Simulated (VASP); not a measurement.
# Rb2PdO2: single point with PBE

Crystal: Rb2PdO2.

```
Rb O Pd
1.0
     0.00000    4.25120    0.00000
     4.25120    0.00000    0.00000
     2.12560    2.12560   -6.86159
Rb O Pd
2 2 1
Direct
  0.34922 0.34922 0.30156
  0.65078 0.65078 0.69844
  0.13627 0.13627 0.72745
  0.86373 0.86373 0.27255
  0.00000 0.00000 0.00000
```

```
Program             : VASP 6.6.1
Task                : single point
Functional          : PBE
Potentials or basis : VASP PAW PBE potentials, release 64 (Rb_sv, O, Pd)
Cutoff              : 520 eV
k mesh              : 5 × 5 × 5
Occupations         : fermi-dirac, width 0.1 eV
Spin                : no spin polarisation
```

* Pressure: 0.0 GPa
* Largest force: 0.018 eV/Å
* Band gap on the k mesh: zero (band 20 reaches 1.09 eV, above the bottom of band 21 at 0.96 eV)

Forces in eV/Å, atoms in the order of the input:
```
Rb   0.000  0.000  0.002
Rb   0.000  0.000 -0.002
O    0.000  0.000 -0.018
O    0.000  0.000  0.018
Pd   0.000  0.000  0.000
```

Levels at points of the mesh, in eV from the Fermi level:
```
           k point  band 18  band 19  band 20  band 21  band 22  band 23
(0.00, 0.00, 0.00)    -1.86    -1.32     0.09     0.09     2.88     4.81
```

Wall time 77 s on 1 thread of Oxide Virtual Turin-like Processor (shared host), peak memory 0.22 GiB.
